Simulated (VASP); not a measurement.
Set up this calculation in VASP 6.6.1, as the native input.

```yaml
Task: relaxation of cell and atoms
Functional: PBE
Potentials_or_basis: VASP PAW PBE potentials, release 64 (Ga_d, S)
Cutoff: 600 eV
k_mesh: 6 × 6 × 4
Occupations: gaussian, width 0.1 eV
Spin: no spin polarisation
Dipole_correction: no
Further_INCAR_settings: ALGO = Normal; EDIFF = 1e-06; IBRION = 2; EDIFFG = -0.04; NSW = 90; ISIF = 3
```

The structure of GaS3 lies in POSCAR:

```
GaS3
1.0
    3.8428691000      0.0000000000      0.0000000000
   -1.9214345500      3.3280222600      0.0000000000
    0.0000000000      0.0000000000      7.2620894300
Ga S
1 3
Direct
    0.0000000000      0.0000000000      0.0000000000
    0.5000000000      0.0000000000      0.0000000000
    0.0000000000      0.5000000000      0.0000000000
    0.5000000000      0.5000000000      0.0000000000
```

The cell was built from a structure type or drawn by symmetry, and may not be a known phase.

These files were run (other wordings do the same):

INCAR

```
SYSTEM = GaS3
PREC     = Accurate       ! precision mode
ENCUT    = 600            ! plane-wave cutoff, eV
EDIFF    = 1E-6           ! SCF threshold, eV
ISMEAR   = 0              ! smearing method
SIGMA    = 0.1            ! smearing width, eV
LREAL    = .FALSE.        ! projectors in reciprocal space
LASPH    = .TRUE.         ! aspherical terms in the spheres
NELM     = 60             ! most SCF steps
ALGO     = Normal         ! electronic algorithm
ISIF     = 3              ! what is computed and relaxed
LWAVE    = .FALSE.        ! write WAVECAR
LCHARG   = .FALSE.        ! write CHGCAR
GGA      = PE             ! functional
IBRION   = 2              ! ionic algorithm
NSW      = 90             ! ionic steps
EDIFFG   = -0.04          ! ionic threshold
```

KPOINTS

```
Automatic mesh
0
G
  6 6 4
  0 0 0
```

Potentials or basis: VASP PAW PBE potentials, release 64 (Ga_d, S).

Launch:

```bash
$ cat potpaw_PBE.64/Ga_d/POTCAR potpaw_PBE.64/S/POTCAR > POTCAR
$ mpirun -np 1 vasp_std > vasp.out
```

Results of the run:

| Quantity | Value |
| --- | --- |
| Relaxed cell | a = 5.209 Å, b = 5.209 Å, c = 7.257 Å, α = 90.00°, β = 90.00°, γ = 120.00° |
| Space group after relaxing (to 0.1 Å) | P6/mmm (No. 191) |
| Energy gained by relaxing | 5387.0 meV/atom |
| Ionic steps | 7 |
| Pressure after relaxing | -0.1 GPa |
| Band gap on the k mesh | zero (an odd number of electrons rules out a gap without spin polarisation) |

Run time: 6.1 min on 1 thread of Intel Xeon 8259CL, on a shared host, peak memory 0.27 GiB.
